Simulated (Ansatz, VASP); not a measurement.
**Two plane-wave programs on KAgBiBr2**

```
CELL_PARAMETERS angstrom
4.28737 0.00000 0.00000
2.14368 -7.40221 0.00000
0.00000 0.00000 -9.52700
ATOMIC_POSITIONS crystal
Br 0.34378 0.31244 0.43785
Br 0.65622 0.68756 0.93785
Br 0.65622 0.68756 0.56215
Br 0.34378 0.31244 0.06215
Bi 0.29152 0.41696 0.75000
Bi 0.70848 0.58304 0.25000
Ag 0.00000 0.00000 0.50000
Ag 0.00000 0.00000 0.00000
K 0.91903 0.16194 0.75000
K 0.08097 0.83806 0.25000
```

Alike in both runs: task single point; functional PBE; k mesh 5 × 5 × 2; no spin polarisation.

|  | VASP | Ansatz |
| --- | --- | --- |
| version | VASP 6.6.1 | Ansatz 0.2.0 |
| potentials or method | VASP PAW PBE potentials, release 64 (Br, Bi_d, Ag, K_sv), cutoff 520 eV | PAW plane waves |
| occupations | fermi-dirac, width 0.1 eV | fermi-dirac |
| valence electrons in the cell | 98 | 114 |

|  | VASP | Ansatz | Ansatz less VASP |
| --- | --- | --- | --- |
| gap on the k mesh at the Fermi level (eV) | none | none | - |
| pressure (GPa) | 5.5 | 5.4 | -0.06 |
| traceless stress, the component that is largest in VASP (GPa) | -0.20 | -0.23 | -0.032 |
| rms of the force components (eV/Å) | 0.875 | 0.870 | -0.0049 |

Atom by atom the forces differ by 0.006 eV/Å (rms over components). A gap of «none» marks a metal or a gap that the smearing closes. VASP's potentials hold 98 valence electrons a cell and Ansatz's 114, so a difference there can come from the potentials and not from the codes.

Spin-orbit coupling is off throughout.
